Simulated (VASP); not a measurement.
# Al (P1) in VASP: further runs

Al is run at these levels: PBEsol; tasks: single point.

All numbers are computed with VASP 6.6.1; they aren't measurements. Logs are shortened: lines on timing, memory, paths and dates and some standing lists are left out, and cuts for length are marked.

## Step 1: The cell of the first run

The typed cell holds 24 atoms: a = 5.625 Å, b = 5.625 Å, c = 14.601 Å, α = 90.00°, β = 90.00°, γ = 120.00°.

## Step 2: Single point, PBEsol (atoms moved at random)

INCAR reads:

```
SYSTEM = Al
ALGO = Normal
EDIFF = 1E-6
ENCUT = 280
GGA = PS
GGA_COMPAT = .FALSE.
ISIF = 2
ISMEAR = 1
ISYM = 0
LASPH = .TRUE.
LCHARG = .FALSE.
LREAL = Auto
LWAVE = .FALSE.
NELM = 120
PREC = Normal
ROPT = -0.00025
SIGMA = 0.1
```

KPOINTS reads:

```
k-points
0
Gamma
  4 4 2
```

POSCAR reads:

```
Al
1.0
    5.6249107030      0.0000000000      0.0000000000
   -2.8124553514      4.8713155628      0.0000000000
    0.0000000000      0.0000000000     14.6005500000
Al
24
Direct
    0.1715070000      0.3357820000      0.0861620000
    0.1552570000      0.3296260000      0.4147660000
    0.1644130000      0.3263800000      0.7534490000
    0.1705560000      0.8336220000      0.0817930000
    0.1588030000      0.8239060000      0.4142150000
    0.1668700000      0.8344240000      0.7477240000
    0.6803570000      0.3447430000      0.0806110000
    0.6610950000      0.3256580000      0.4122450000
    0.6749900000      0.3255030000      0.7507570000
    0.6599870000      0.8240180000      0.0844210000
    0.6672200000      0.8327600000      0.4181070000
    0.6712110000      0.8340220000      0.7486490000
    0.3317790000      0.1624720000      0.2513880000
    0.3335430000      0.1712170000      0.5836940000
    0.3300080000      0.1605870000      0.9157420000
    0.3269000000      0.6707510000      0.2500790000
    0.3400600000      0.6644880000      0.5835430000
    0.3306500000      0.6616500000      0.9182910000
    0.8285720000      0.1705940000      0.2454800000
    0.8284330000      0.1646970000      0.5823240000
    0.8282660000      0.1569870000      0.9132470000
    0.8415960000      0.6660680000      0.2481430000
    0.8260570000      0.6656840000      0.5847650000
    0.8342390000      0.6684030000      0.9147520000
```

Potentials or basis: VASP PAW PBE potentials, release 64 (Al).

Run with:

```
$ cat potpaw_PBE.64/Al/POTCAR > POTCAR
$ mpirun -np 8 vasp_std > vasp.out
```

OUTCAR:

```text
SYSTEM = Al
   EDIFF = 1E-6
   ENCUT = 280
   GGA = PS
   ISIF = 2
   ISMEAR = 1
   ISYM = 0
   LASPH = .TRUE.
   LREAL = Auto
   NELM = 120
   PREC = Normal

 Found     20 irreducible k-points:

 Following reciprocal coordinates:
            Coordinates               Weight
  0.000000  0.000000  0.000000      1.000000
  0.250000  0.000000  0.000000      2.000000
  0.000000  0.250000  0.000000      2.000000
 -0.250000  0.250000  0.000000      2.000000
  0.500000  0.000000  0.000000      1.000000
  0.000000  0.500000  0.000000      1.000000
   k-points           NKPTS =     20   k-points in BZ     NKDIM =     20   number of bands    NBANDS=     56
   number of dos      NEDOS =    301   number of ions     NIONS =     24
   total plane-waves  NPLWV =  34560
   dimension x,y,z NGX =    24 NGY =   24 NGZ =   60
   dimension x,y,z NGXF=    48 NGYF=   48 NGZF=  120
   ions per type =              24
   NGX,Y,Z   is equivalent  to a cutoff of   7.09,  7.09,  6.83 a.u.
   NGXF,Y,Z  is equivalent  to a cutoff of  14.19, 14.19, 13.66 a.u.
 SYSTEM =  Al
   PREC   = normal    normal or accurate (medium, high low for compatibility)
   ISTART =      0    job   : 0-new  1-cont  2-samecut
   ICHARG =      2    charge: 1-file 2-atom 10-const
   ISPIN  =      1    spin polarized calculation?
   LNONCOLLINEAR =      F non collinear calculations
   LSORBIT =      F    spin-orbit coupling
   LASPH  =      T    aspherical Exc in radial PAW
   ENCUT  =  280.0 eV  20.58 Ry    4.54 a.u.   7.67  7.67 19.92*2*pi/ulx,y,z
   NELM   =    120;   NELMIN=  2; NELMDL= -5     # of ELM steps
   EDIFF  = 0.1E-05   stopping-criterion for ELM
   LREAL  =      T    real-space projection
   EDIFFG = 0.1E-04   stopping-criterion for IOM
   NSW    =      0    number of steps for IOM
   IBRION =     -1    ionic relax: 0-MD 1-quasi-New 2-CG
   NFREE  =      0    steps in history (QN), initial steepest desc. (CG)
   ISIF   =      2    stress and relaxation
   ISYM   =      0    0-nonsym 1-usesym 2-fastsym
   POTIM  = 0.5000    time-step for ionic-motion
   TEBEG  =    0.0;   TEEND  =   0.0 temperature during run

   SCALEE = 1.0000    scale energy and forces
   PSTRESS=    0.0 pullay stress
   NELECT =      72.0000    total number of electrons
   NUPDOWN=      -1.0000    fix difference up-down
   EMIN   =  10.00;   EMAX   =-10.00  energy-range for DOS
   EFERMI =   0.00;   METHOD = LEGACY
   ISMEAR =     1;   SIGMA  =   0.10  broadening in eV -4-tet -1-fermi 0-gaus
   EFERMI_NEDOS =   21; number of points for ismear=-14 and -15
   IALGO  =     38    algorithm
   IMIX   =      4    mixing-type and parameters
     AMIX     =   0.40;   BMIX     =  1.00
     AMIX_MAG =   1.60;   BMIX_MAG =  1.00
  volume/ion in A,a.u.               =      16.67       112.49
  Fermi-wavevector in a.u.,A,eV,Ry     =   0.924291  1.746656 11.623640  0.854313
  Thomas-Fermi vector in A             =   2.050021
   LORBIT       =      0    0 simple, 1 ext, 2 COOP (PROOUT), +10 PAW based schemes
   GGA     = PS    functional components
   LHFCALC =     F    Hartree Fock is set to
   AEXX    =    0.0000 exact exchange contribution
   IVDW    =     0    specifies the selected vdW correction
   LEPSILON=     F    determine dielectric tensor
   LRPA    =     F    only Hartree local field effects (RPA)

   CSHIFT  =0.1000    complex shift for real part using Kramers Kronig

   OMEGAMAX=  -1.0    maximum frequency
 non-spin polarized calculation
 Methfessel and Paxton  Order N= 1 SIGMA  =   0.10
  energy-cutoff  :      280.00
  volume of cell :      400.07
 maximum number of plane-waves:      4305
   NGX = 15   NGY = 15   NGZ = 39

 number of electron      71.9999997 magnetization

 Free energy of the ion-electron system (eV)
  ---------------------------------------------------
  ext. energy  EPLUGINS =         0.00000000
  ---------------------------------------------------
  free energy    TOTEN  =       -96.62555038 eV

  energy without entropy =      -96.64306722  energy(sigma->0) =      -96.63138933

 E-fermi :   7.8061     XC(G=0): -10.2181

 val. band max:        7.7350283115   @ k =  -0.2500   0.2500   0.0000
 cond. band min:       7.8449333715   @ k =   0.0000   0.5000   0.0000
 fundamental gap:      0.1099050599
 Fermi energy:         7.8060915149

 k-point     1 :       0.0000    0.0000    0.0000
  band No.  band energies     occupation
      1      -3.2260      2.00000
      2      -2.5645      2.00000
      3      -2.5017      2.00000
      4      -0.5080      2.00000
      5      -0.4490      2.00000
      6       2.7147      2.00000
[... 40 lines left out ...]
     47       9.1814     -0.00000
     48       9.2185     -0.00000

 k-point     2 :       0.2500    0.0000    0.0000
  band No.  band energies     occupation
      1      -2.8371      2.00000
      2      -2.1780      2.00000
      3      -2.1148      2.00000
      4      -0.1308      2.00000
      5      -0.0724      2.00000
      6       0.2441      2.00000
[... 40 lines left out ...]
     47      10.0711      0.00000
     48      10.7213      0.00000

 k-point     3 :       0.0000    0.2500    0.0000
  band No.  band energies     occupation
      1      -2.8371      2.00000
      2      -2.1779      2.00000
      3      -2.1148      2.00000
      4      -0.1324      2.00000
      5      -0.0716      2.00000
      6       0.2459      2.00000
[... 40 lines left out ...]
     47      10.0765      0.00000
     48      10.7137      0.00000

 k-point     4 :      -0.2500    0.2500    0.0000
  band No.  band energies     occupation
      1      -2.8372      2.00000
      2      -2.1783      2.00000
      3      -2.1147      2.00000
      4      -0.1307      2.00000
      5      -0.0746      2.00000
      6       0.2459      2.00000
[... 40 lines left out ...]
     47      10.0504      0.00000
     48      10.7346      0.00000

 k-point     5 :       0.5000    0.0000    0.0000
  band No.  band energies     occupation
      1      -1.7084      2.00000
      2      -1.6486      2.00000
      3      -1.0778      2.00000
      4      -0.9965      2.00000
      5      -0.9552      2.00000
      6      -0.9297      2.00000
[... 40 lines left out ...]
     47       9.8329      0.00000
     48       9.8961      0.00000

 k-point     6 :       0.0000    0.5000    0.0000
  band No.  band energies     occupation
      1      -1.6916      2.00000
      2      -1.6677      2.00000
      3      -1.0526      2.00000
      4      -1.0158      2.00000
      5      -0.9713      2.00000
      6      -0.9174      2.00000
[... 40 lines left out ...]
     47       9.8527      0.00000
     48       9.8728      0.00000

 [... further k-points ...]

 [bands above 48 left out]

------------------------ aborting loop because EDIFF is reached ----------------------------------------

  FORCE on cell =-STRESS in cart. coord.  units (eV):
  Direction    XX          YY          ZZ          XY          YZ          ZX
  --------------------------------------------------------------------------------------
  -------------------------------------------------------------------------------------
  Total       -2.4209776     -2.5743704     -7.6318527     -0.0412743      0.1120609     -0.0838806
  in kB       -9.6955009    -10.3098061    -30.5639476     -0.1652950      0.4487799     -0.3359238
  external PRESSURE =     -16.8564182 kB  Pullay stress =       0.0000000 kB

 VOLUME and BASIS-vectors are now :
 -----------------------------------------------------------------------------
  energy-cutoff  :      280.00
  volume of cell :      400.07
      direct lattice vectors                 reciprocal lattice vectors
     5.624910703  0.000000000  0.000000000     0.177780600  0.102641677  0.000000000
    -2.812455351  4.871315563  0.000000000     0.000000000  0.205283355  0.000000000
     0.000000000  0.000000000 14.600550000     0.000000000  0.000000000  0.068490571

 POSITION                                       TOTAL-FORCE (eV/Angst)
 -----------------------------------------------------------------------------------
      0.02034      1.63570      1.25801         0.043753     -0.201619     -0.147431
     -0.05375      1.60571      6.05581         0.281389      0.019589      0.009957
      0.00688      1.58990     11.00077         0.225482      0.220283     -0.188077
     -1.38516      4.06084      1.19422        -0.038666      0.209313      0.044534
     -1.42395      4.01351      6.04777         0.022693      0.170271      0.211506
     -1.40815      4.06474     10.91718         0.132342     -0.070045      0.054127
[... 16 lines left out ...]
      2.77429      3.24276      8.53789         0.315035      0.009948     -0.093587
      2.81267      3.25600     13.35588         0.002424     -0.170922      0.010455
 -----------------------------------------------------------------------------------
    total drift:                               -0.000985      0.002012     -0.000800

  FREE ENERGIE OF THE ION-ELECTRON SYSTEM (eV)
  ---------------------------------------------------
  free  energy   TOTEN  =       -96.6255503838 eV

  energy  without entropy=      -96.6430672193  energy(sigma->0) =      -96.63138933
```

Run time: 18 s. Hardware: 8 MPI ranks of Intel Xeon 6975P-C (Granite Rapids), shared host; peak memory 0.12 GiB.

Results:

- Free energy: -96.6256 eV
- Pressure: -1.7 GPa
- Largest force: 0.439 eV/Å
- Band gap on the k mesh: zero (bands 36 and 37 overlap by 2.79 eV)

Forces on the atoms (eV/Å):
```
Al   0.044 -0.202 -0.147
Al   0.281  0.020  0.010
Al   0.225  0.220 -0.188
Al  -0.039  0.209  0.045
Al   0.023  0.170  0.212
Al   0.132 -0.070  0.054
Al  -0.145 -0.315 -0.027
Al  -0.190  0.054  0.178
Al  -0.350  0.159 -0.047
Al   0.093  0.272 -0.083
Al  -0.085 -0.169 -0.120
Al  -0.093 -0.282  0.009
Al  -0.159  0.244 -0.136
Al  -0.011 -0.204 -0.092
Al   0.056  0.120  0.071
Al   0.405 -0.155  0.007
Al  -0.360  0.002 -0.044
Al   0.017 -0.056 -0.072
Al   0.200 -0.184  0.133
Al   0.085  0.134  0.044
Al  -0.010  0.141  0.262
Al  -0.436  0.050  0.015
Al   0.315  0.010 -0.094
Al   0.002 -0.171  0.010
```

Caveat: the cell differs from its parent crystal (atoms moved at random); the cutoff is under 1.25 times the usual one of these potentials, so pressure, stress and relaxed cells hold a basis-set (Pulay) error; the PAW data sets were made with another functional, which shifts forces and pressure a little.

## Step 3: Single point, PBEsol (atoms moved at random)

INCAR reads:

```
SYSTEM = Al
ALGO = Normal
EDIFF = 1E-6
ENCUT = 380
GGA = PS
GGA_COMPAT = .FALSE.
ISIF = 2
ISMEAR = 1
ISYM = 0
LASPH = .TRUE.
LCHARG = .FALSE.
LREAL = .FALSE.
LWAVE = .FALSE.
NELM = 120
PREC = Accurate
SIGMA = 0.1
```

KPOINTS is that of step 2.

POSCAR is that of step 2.

Potentials or basis: VASP PAW PBE potentials, release 64 (Al).

Run with:

```
$ cat potpaw_PBE.64/Al/POTCAR > POTCAR
$ mpirun -np 8 vasp_std > vasp.out
```

OUTCAR:

```text
SYSTEM = Al
   EDIFF = 1E-6
   ENCUT = 380
   GGA = PS
   ISIF = 2
   ISMEAR = 1
   ISYM = 0
   LASPH = .TRUE.
   LREAL = .FALSE.
   NELM = 120
   PREC = Accurate

 ion  position               nearest neighbor table
   1  0.172  0.336  0.086-  10 2.75   7 2.79   4 2.80   4 2.82   7 2.84  19 2.86  10 2.88  16 2.90
                            13 2.91  18 2.92  15 2.97  21 3.03
   2  0.155  0.330  0.415-   8 2.77   5 2.77  11 2.77   5 2.85  11 2.86   8 2.86  13 2.91  20 2.92
                            16 2.92  19 2.94  17 2.96  14 2.96
   3  0.164  0.326  0.753-   9 2.75  12 2.77   6 2.78  21 2.85   6 2.85  12 2.85  15 2.87   9 2.87
                            18 2.91  14 2.94  17 2.98  20 2.99
[... 1268 lines left out ...]
  in kB       -9.5583035    -10.1563757    -30.3262111     -0.1687172      0.4488387     -0.3424676
  external PRESSURE =     -16.6802968 kB  Pullay stress =       0.0000000 kB

 VOLUME and BASIS-vectors are now :
 -----------------------------------------------------------------------------
  energy-cutoff  :      380.00
  volume of cell :      400.07
      direct lattice vectors                 reciprocal lattice vectors
     5.624910703  0.000000000  0.000000000     0.177780600  0.102641677  0.000000000
    -2.812455351  4.871315563  0.000000000     0.000000000  0.205283355  0.000000000
     0.000000000  0.000000000 14.600550000     0.000000000  0.000000000  0.068490571

 POSITION                                       TOTAL-FORCE (eV/Angst)
 -----------------------------------------------------------------------------------
      0.02034      1.63570      1.25801         0.042934     -0.200140     -0.143834
     -0.05375      1.60571      6.05581         0.280367      0.019622      0.008144
      0.00688      1.58990     11.00077         0.224005      0.218519     -0.185484
     -1.38516      4.06084      1.19422        -0.037488      0.207889      0.044499
     -1.42395      4.01351      6.04777         0.023495      0.169096      0.206704
     -1.40815      4.06474     10.91718         0.131041     -0.068906      0.053436
[... 16 lines left out ...]
      2.77429      3.24276      8.53789         0.313209      0.010501     -0.091798
      2.81267      3.25600     13.35588         0.002425     -0.170032      0.008663
 -----------------------------------------------------------------------------------
    total drift:                                0.000020     -0.000017      0.000017

  FREE ENERGIE OF THE ION-ELECTRON SYSTEM (eV)
  ---------------------------------------------------
  free  energy   TOTEN  =       -96.7316603630 eV

  energy  without entropy=      -96.7490476249  energy(sigma->0) =      -96.73745612
```

OSZICAR:

```text
N       E                     dE             d eps       ncg     rms          rms(c)
DAV:   1     0.545889587281E+02    0.54589E+02   -0.20834E+04  2240   0.808E+02
DAV:   2    -0.901929778179E+02   -0.14478E+03   -0.13549E+03  2704   0.119E+02
DAV:   3    -0.974029311827E+02   -0.72100E+01   -0.69009E+01  2760   0.220E+01
DAV:   4    -0.974998667231E+02   -0.96936E-01   -0.96458E-01  2672   0.292E+00
DAV:   5    -0.975010053385E+02   -0.11386E-02   -0.11382E-02  2608   0.344E-01    0.682E+00
DAV:   6    -0.970252435056E+02    0.47576E+00   -0.13343E-01  2688   0.111E+00    0.393E+00
DAV:   7    -0.967726364015E+02    0.25261E+00   -0.20939E-01  2768   0.172E+00    0.730E-01
DAV:   8    -0.967356279590E+02    0.37008E-01   -0.87780E-02  2528   0.130E+00    0.476E-01
DAV:   9    -0.967328094263E+02    0.28185E-02   -0.12095E-02  2584   0.367E-01    0.396E-01
DAV:  10    -0.967322342371E+02    0.57519E-03   -0.18255E-03  2680   0.133E-01    0.189E-01
DAV:  11    -0.967316996214E+02    0.53462E-03   -0.46880E-04  2752   0.684E-02    0.684E-02
DAV:  12    -0.967316689783E+02    0.30643E-04   -0.10755E-04  2688   0.356E-02    0.289E-02
DAV:  13    -0.967316624568E+02    0.65215E-05   -0.27952E-05  2632   0.200E-02    0.223E-02
DAV:  14    -0.967316611848E+02    0.12720E-05   -0.60715E-06  2608   0.683E-03    0.669E-03
DAV:  15    -0.967316603630E+02    0.82186E-06   -0.36324E-07  1448   0.233E-03
   1 F= -.96731660E+02 E0= -.96737456E+02  d E =0.173873E-01
```

Wall time 28 s (8 MPI ranks of Intel Xeon 6975P-C (Granite Rapids), shared host); peak memory 0.17 GiB.

What came out:

```
Free energy            : -96.7317 eV
Pressure               : -1.7 GPa
Largest force          : 0.436 eV/Å
Band gap on the k mesh : zero (bands 36 and 37 overlap by 2.79 eV)
```

Forces on the atoms (eV/Å):
```
Al   0.043 -0.200 -0.144
Al   0.280  0.020  0.008
Al   0.224  0.219 -0.185
Al  -0.037  0.208  0.044
Al   0.023  0.169  0.207
Al   0.131 -0.069  0.053
Al  -0.145 -0.313 -0.027
Al  -0.189  0.054  0.175
Al  -0.348  0.158 -0.046
Al   0.092  0.272 -0.082
Al  -0.086 -0.168 -0.116
Al  -0.091 -0.280  0.009
Al  -0.158  0.241 -0.134
Al  -0.013 -0.202 -0.090
Al   0.055  0.119  0.070
Al   0.403 -0.154  0.006
Al  -0.358  0.003 -0.044
Al   0.017 -0.058 -0.071
Al   0.199 -0.182  0.132
Al   0.083  0.132  0.045
Al  -0.010  0.140  0.258
Al  -0.433  0.050  0.014
Al   0.313  0.011 -0.092
Al   0.002 -0.170  0.009
```

Stress tensor (GPa, compression positive):
```
-0.96 -0.02 -0.03
-0.02 -1.02  0.04
-0.03  0.04 -3.03
```

Caveat: the cell differs from its parent crystal (atoms moved at random); the PAW data sets were made with another functional, which shifts forces and pressure a little.
